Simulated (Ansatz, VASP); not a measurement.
# One calculation of Mo, two programs

```
Mo
1.0
    -1.57538    1.57538    1.57538
     1.57538   -1.57538    1.57538
     1.57538    1.57538   -1.57538
Mo
1
Direct
  0.00000 0.00000 0.00000
```

Alike in both runs: functional r2SCAN; k mesh 19 × 19 × 19; occupations fermi-dirac, width 0.1 eV; no spin polarisation.

Ansatz relaxed the structure, and its values are those at the end. VASP's run is a single point on that final structure, the one shown.

|  | VASP | Ansatz |
| --- | --- | --- |
| version | VASP 6.6.1 | Ansatz 0.2.0 |
| potentials or method | VASP PAW PBE potentials, release 64 (Mo_sv) | PAW with Ansatz's default frozen-core files, scalar-relativistic |
| plane-wave cutoff (eV) | 520 | 500 |
| valence electrons in the cell | 14 | 14 |

|  | VASP | Ansatz | Ansatz less VASP |
| --- | --- | --- | --- |
| pressure (GPa) | 1.1 | 0.0 | -1.14 |

VASP's potentials were made for PBE, not for r2SCAN.
